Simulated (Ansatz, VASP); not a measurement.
## Two plane-wave programs on B4Te

```xyz
5
Lattice="3.2543 0.0000 0.0000 0.0069 3.9799 0.0000 1.6200 1.3132 4.6815" Properties=species:S:1:pos:R:3 pbc="T T T"
B     4.0438    3.3468    3.3148
B     2.3939    1.9896    4.1614
B     2.4872    3.3036    0.5201
B     0.8373    1.9464    1.3667
Te    2.4372    0.6566    2.3407
```

Alike in both runs: task single point; functional PBE; k mesh 6 × 4 × 4; occupations gaussian, width 0.1 eV; no spin polarisation.

|  | VASP | Ansatz |
| --- | --- | --- |
| version | VASP 6.6.1 | Ansatz 0.2.0 |
| potentials or method | VASP PAW PBE potentials, release 64 (B, Te), cutoff 520 eV | scalar-relativistic, plane waves, PAW |
| valence electrons in the cell | 18 | 28 |

VASP gave:

```
gap on the k mesh at the Fermi level (eV)                     : none
pressure (GPa)                                                : -10.7
traceless stress, the component that is largest in VASP (GPa) : 0.85
rms of the force components (eV/Å)                            : 1.279
```

Q: Estimate Ansatz's values.

A: gap on the k mesh at the Fermi level (eV): none; pressure (GPa): -10.8; traceless stress, the component that is largest in VASP (GPa): 0.82; rms of the force components (eV/Å): 1.265.

Atom by atom the forces differ by 0.015 eV/Å (rms over components). A gap of «none» marks a metal or a gap that the smearing closes. VASP's potentials hold 18 valence electrons a cell and Ansatz's 28, so a difference there can come from the potentials and not from the codes.

The k mesh is coarse, so the values compare programs but aren't converged. Neither program's run includes spin-orbit coupling.
